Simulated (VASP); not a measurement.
# SiO2 (I-42d) in VASP: electric field gradients with PBE

Aim: the electric field gradients of SiO2 with PBE.

Everything below comes from runs of VASP 6.6.1. Logs are shortened: lines on timing, memory, paths and dates and some standing lists are left out, and cuts for length are marked.

**1. The cell of the first run**

Symmetry: I-42d, No. 122, tetragonal system. Conventional cell: a = 4.748 Å, b = 4.748 Å, c = 7.488 Å, α = 90.00°, β = 90.00°, γ = 90.00°. Si (site symmetry -4) has 4 O at 1.63 Å within 2.2 Å. O (site symmetry 2) has 2 Si at 1.63 Å within 2.2 Å.

**2. Electric field gradients, PBE**

File INCAR:

```
PREC = Accurate
ENCUT = 910
EDIFF = 1E-8
ISMEAR = -1
SIGMA = 0.02
LREAL = False
LASPH = True
NELM = 120
ALGO = Normal
ISIF = 2
LWAVE = False
LCHARG = False
GGA = PE
LEFG = True
NBANDS = 25
GGA_COMPAT = False
```

File KPOINTS:

```
Automatic mesh
0
Gamma
  6 6 6
```

File POSCAR:

```
SiO2
1.0
   -2.3740500000      2.3740500000      3.7440000000
    2.3740500000     -2.3740500000      3.7440000000
    2.3740500000      2.3740500000     -3.7440000000
Si O
2 4
Direct
    0.0000000000      0.0000000000      0.0000000000
    0.7500000000      0.2500000000      0.5000000000
    1.0014241066      0.6250000000      0.8764241066
    0.3750000000      0.2514241066      0.3764241066
    0.7485758934      0.1250000000      0.1235758934
    0.8750000000     -0.0014241066      0.6235758934
```

Potentials or basis: VASP PAW PBE potentials, release 64 (Si, O_h).

Command:

```
$ cat potpaw_PBE.64/Si/POTCAR potpaw_PBE.64/O_h/POTCAR > POTCAR
$ mpirun -np 1 vasp_std > vasp.out
```

OUTCAR:

```text
PREC = Accurate
   ENCUT = 910
   EDIFF = 1E-8
   ISMEAR = -1
   LREAL = False
   LASPH = True
   NELM = 120
   ISIF = 2
   GGA = PE

 ion  position               nearest neighbor table
   1  0.000  0.000  0.000-   3 1.63   5 1.63   6 1.63   4 1.63   2 3.02   2 3.02   2 3.02   2 3.02

   2  0.750  0.250  0.500-   4 1.63   5 1.63   6 1.63   3 1.63   1 3.02   1 3.02   1 3.02   1 3.02

   3  0.001  0.625  0.876-   1 1.63   2 1.63
   4  0.375  0.251  0.376-   2 1.63   1 1.63
   5  0.749  0.125  0.124-   1 1.63   2 1.63
   6  0.875  0.999  0.624-   1 1.63   2 1.63

  LATTYP: Found a body centered tetragonal cell.
 ALAT       =     4.7481000000
 C/A-ratio  =     1.5770518734

  Lattice vectors:

 A1 = (  -2.3740500000,   2.3740500000,   3.7440000000)
 A2 = (   2.3740500000,  -2.3740500000,   3.7440000000)
 A3 = (   2.3740500000,   2.3740500000,  -3.7440000000)

Analysis of symmetry for initial positions (statically):
=====================================================================
 Subroutine PRICEL returns:
 Original cell was already a primitive cell.

 Routine SETGRP: Setting up the symmetry group for a
 body centered tetragonal supercell.

 Subroutine GETGRP returns: Found  8 space group operations
 (whereof  4 operations were pure point group operations)
 out of a pool of 16 trial point group operations.

The static configuration has the point symmetry S_4 .
 The point group associated with its full space group is D_2d.

Analysis of symmetry for dynamics (positions and initial velocities):
=====================================================================
 Subroutine PRICEL returns:
 Original cell was already a primitive cell.

 Routine SETGRP: Setting up the symmetry group for a
 body centered tetragonal supercell.

 Subroutine GETGRP returns: Found  8 space group operations
 (whereof  4 operations were pure point group operations)
 out of a pool of 16 trial point group operations.

The dynamic configuration has the point symmetry S_4 .
 The point group associated with its full space group is D_2d.

 Subroutine INISYM returns: Found  8 space group operations
 (whereof  4 operations are pure point group operations),
 and found     1 'primitive' translations

----------------------------------------------------------------------------------------

                                     Primitive cell

  volume of cell :      84.4064

  direct lattice vectors                    reciprocal lattice vectors
    -2.374050000  2.374050000  3.744000000     0.000000000  0.210610560  0.133547009
     2.374050000 -2.374050000  3.744000000     0.210610560  0.000000000  0.133547009
     2.374050000  2.374050000 -3.744000000     0.210610560  0.210610560  0.000000000

  length of vectors
     5.028892801  5.028892801  5.028892801     0.249382460  0.249382460  0.297848310

  position of ions in fractional coordinates (direct lattice)
     0.000000000  0.000000000  0.000000000
     0.750000000  0.250000000  0.500000000
     0.001424107  0.625000000  0.876424107
     0.375000000  0.251424107  0.376424107
     0.748575893  0.125000000  0.123575893
     0.875000000  0.998575893  0.623575893

  ion indices of the primitive-cell ions
   primitive index   ion index
                 1           1
                 2           2
                 3           3
                 4           4
                 5           5
                 6           6

----------------------------------------------------------------------------------------

 KPOINTS: Automatic mesh

Automatic generation of k-mesh.
 Grid dimensions read from file:
 generate k-points for:    6    6    6

[... 50 lines left out ...]
   ions per type =               2   4
   NGX,Y,Z   is equivalent  to a cutoff of  16.53, 16.53, 16.53 a.u.
   NGXF,Y,Z  is equivalent  to a cutoff of  33.06, 33.06, 33.06 a.u.
 SYSTEM =  unknown system
   PREC   = accura    normal or accurate (medium, high low for compatibility)
   ISTART =      0    job   : 0-new  1-cont  2-samecut
   ICHARG =      2    charge: 1-file 2-atom 10-const
   ISPIN  =      1    spin polarized calculation?
   LNONCOLLINEAR =      F non collinear calculations
   LSORBIT =      F    spin-orbit coupling
   LASPH  =      T    aspherical Exc in radial PAW
   ENCUT  =  910.0 eV  66.88 Ry    8.18 a.u.  12.37 12.37 12.37*2*pi/ulx,y,z
   NELM   =    120;   NELMIN=  2; NELMDL= -5     # of ELM steps
   EDIFF  = 0.1E-07   stopping-criterion for ELM
   LREAL  =      F    real-space projection
   EDIFFG = 0.1E-06   stopping-criterion for IOM
   NSW    =      0    number of steps for IOM
   IBRION =     -1    ionic relax: 0-MD 1-quasi-New 2-CG
   NFREE  =      0    steps in history (QN), initial steepest desc. (CG)
   ISIF   =      2    stress and relaxation
   ISYM   =      2    0-nonsym 1-usesym 2-fastsym
   POTIM  = 0.5000    time-step for ionic-motion
   TEBEG  =    0.0;   TEEND  =   0.0 temperature during run
   PSTRESS=    0.0 pullay stress
   NELECT =      32.0000    total number of electrons
   NUPDOWN=      -1.0000    fix difference up-down
   EMIN   =  10.00;   EMAX   =-10.00  energy-range for DOS
   EFERMI =   0.00;   METHOD = LEGACY
   ISMEAR =    -1;   SIGMA  =   0.02  broadening in eV -4-tet -1-fermi 0-gaus
   EFERMI_NEDOS =   21; number of points for ismear=-14 and -15
   IALGO  =     38    algorithm
   IMIX   =      4    mixing-type and parameters
     AMIX     =   0.40;   BMIX     =  1.00
     AMIX_MAG =   1.60;   BMIX_MAG =  1.00
  volume/ion in A,a.u.               =      14.07        94.93
  Fermi-wavevector in a.u.,A,eV,Ry     =   1.184858  2.239057 19.101062  1.403888
  Thomas-Fermi vector in A             =   2.321064
   LORBIT       =      0    0 simple, 1 ext, 2 COOP (PROOUT), +10 PAW based schemes
   GGA     = PE    functional components
   LHFCALC =     F    Hartree Fock is set to
   AEXX    =    0.0000 exact exchange contribution
   IVDW    =     0    specifies the selected vdW correction
   LEPSILON=     F    determine dielectric tensor
   LRPA    =     F    only Hartree local field effects (RPA)
 non-spin polarized calculation
  energy-cutoff  :      910.00
  volume of cell :       84.41
 maximum number of plane-waves:      5284
 NGX is ok and might be reduce to    50
   NGX = 25   NGY = 25   NGZ = 25

 number of electron      32.0000002 magnetization

 Free energy of the ion-electron system (eV)
  ---------------------------------------------------
  ext. energy  EPLUGINS =         0.00000000
  ---------------------------------------------------
  free energy    TOTEN  =       -47.49981279 eV

  energy without entropy =      -47.49981279  energy(sigma->0) =      -47.49981279

 E-fermi :   0.6445     XC(G=0):  -8.5668

 val. band max:        0.2174557153   @ k =   0.0000   0.0000   0.0000
 cond. band min:       6.2426327729   @ k =   0.0000   0.0000   0.0000
 fundamental gap:      6.0251770576
 Fermi energy:         0.6444714862

 k-point     1 :       0.0000    0.0000    0.0000
  band No.  band energies     occupation
      1     -18.8035      2.00000
      2     -16.7010      2.00000
      3     -16.6962      2.00000
      4     -16.6962      2.00000
      5      -8.4675      2.00000
      6      -4.9755      2.00000
[... 661 lines left out ...]
     24      13.7373      0.00000
     25      14.3919      0.00000

 [... further k-points ...]
[... 5 lines left out ...]
  --------------------------------------------------------------------------------------
  -------------------------------------------------------------------------------------
  Total        1.2497725      1.2497725      0.3233966      0.0000000     -0.0000000      0.0000000
  in kB       23.7228028     23.7228028      6.1386165      0.0000000     -0.0000000      0.0000000
  external PRESSURE =      17.8614074 kB  Pullay stress =       0.0000000 kB

 VOLUME and BASIS-vectors are now :
 -----------------------------------------------------------------------------
  energy-cutoff  :      910.00
  volume of cell :       84.41
      direct lattice vectors                 reciprocal lattice vectors
    -2.374050000  2.374050000  3.744000000     0.000000000  0.210610560  0.133547009
     2.374050000 -2.374050000  3.744000000     0.210610560  0.000000000  0.133547009
     2.374050000  2.374050000 -3.744000000     0.210610560  0.210610560  0.000000000

 POSITION                                       TOTAL-FORCE (eV/Angst)
 -----------------------------------------------------------------------------------
      0.00000      0.00000      0.00000        -0.000000     -0.000000     -0.000000
      0.00000      2.37405      1.87200         0.000000     -0.000000      0.000000
      3.56107      0.60027     -0.93600        -0.000000      0.005227     -0.000000
      0.60027      1.18702      0.93600         0.005227     -0.000000     -0.000000
     -1.18702      1.77378      2.80800         0.000000     -0.005227      0.000000
      1.77378      1.18702      4.68000        -0.005227      0.000000      0.000000
 -----------------------------------------------------------------------------------
    total drift:                               -0.000001     -0.000001     -0.000001

  FREE ENERGIE OF THE ION-ELECTRON SYSTEM (eV)
  ---------------------------------------------------
  free  energy   TOTEN  =       -47.4998127889 eV

  energy  without entropy=      -47.4998127888  energy(sigma->0) =      -47.49981279

 Electric field gradients (V/A^2)
---------------------------------------------------------------------
 ion       V_xx      V_yy      V_zz      V_xy      V_xz      V_yz
---------------------------------------------------------------------
   1       2.722     2.722    -5.445    -0.000     0.000     0.000
   2       2.722     2.722    -5.445    -0.000     0.000     0.000
   3      28.338   -27.952    -0.386    -0.002    70.795     0.000
   4     -27.952    28.338    -0.386    -0.002     0.000    70.795
   5      28.338   -27.952    -0.386    -0.002   -70.798    -0.000
   6     -27.952    28.338    -0.386    -0.002    -0.000   -70.798
---------------------------------------------------------------------

 Electric field gradients after diagonalization (V/A^2)
 (convention: |V_zz| > |V_xx| > |V_yy|)
----------------------------------------------------------------------
 ion       V_xx      V_yy      V_zz     asymmetry (V_yy - V_xx)/ V_zz
----------------------------------------------------------------------
   1       2.722     2.722    -5.445       0.000
   2       2.722     2.722    -5.445       0.000
   3     -58.261   -27.952    86.213       0.352
   4     -58.261   -27.952    86.213       0.352
   5     -58.264   -27.952    86.216       0.352
   6     -58.264   -27.952    86.216       0.352
----------------------------------------------------------------------

           NMR quadrupolar parameters

 Cq : quadrupolar parameter    Cq=e*Q*V_zz/h
 eta: asymmetry parameters     (V_yy - V_xx)/ V_zz
 Q  : nuclear electric quadrupole moment in mb (millibarn)
----------------------------------------------------------------------
 ion       Cq(MHz)       eta       Q (mb)
----------------------------------------------------------------------
   1      -0.013       0.000       1.000
   2      -0.013       0.000       1.000
   3       0.208       0.352       1.000
   4       0.208       0.352       1.000
   5       0.208       0.352       1.000
   6       0.208       0.352       1.000
----------------------------------------------------------------------
```

Run time: 4.9 min. Hardware: 1 thread of Intel Xeon Platinum 8259CL at 2.50GHz (Skylake/Cascade Lake), shared host; peak memory 0.38 GiB.

Results:

* Free energy: -47.4998 eV
* Pressure: 1.8 GPa
* Largest force: 0.005 eV/Å
* Band gap on the k mesh: 6.03 eV
* Largest electric field gradient by atom: Si -5.4; O +86.2 V/Å²

Forces on the atoms (eV/Å):
```
Si   0.000  0.000  0.000
Si   0.000  0.000  0.000
O    0.000  0.005  0.000
O    0.005  0.000  0.000
O    0.000 -0.005  0.000
O   -0.005  0.000  0.000
```

Levels at points of the mesh, in eV from the valence-band top:
```tsv
k point	band 12	band 13	band 14	band 15	band 16	band 17	band 18	band 19	band 20	band 21
(0.00, 0.00, 0.00)	-1.30	-1.26	-1.08	0.00	0.00	6.03	8.69	11.38	11.38	11.47
(0.50, 0.00, 0.00)	-1.40	-1.22	-0.66	-0.25	-0.18	8.36	9.27	10.09	10.19	11.18
(0.50, 0.50, 0.00)	-1.83	-0.69	-0.69	-0.22	-0.22	9.49	9.49	10.12	10.12	11.30
(0.50, 0.50, 0.50)	-1.87	-1.49	-1.49	-0.09	-0.09	9.05	9.05	9.62	9.62	12.20
```

Electric field gradients, principal values (V/Å²):
```csv
atom,least,middle,greatest (by size)
1 Si,2.722,2.722,-5.445
2 Si,2.722,2.722,-5.445
3 O,-27.952,-58.261,86.213
4 O,-27.952,-58.261,86.213
5 O,-27.952,-58.264,86.216
6 O,-27.952,-58.264,86.216
```

Caveat: the cutoff is under 1.25 times the usual one of these potentials, so pressure, stress and relaxed cells hold a basis-set (Pulay) error; without QUAD_EFG the Cq values of the log hold for a quadrupole moment of 1 mb, not for the nuclei. A k mesh can miss the band edges.
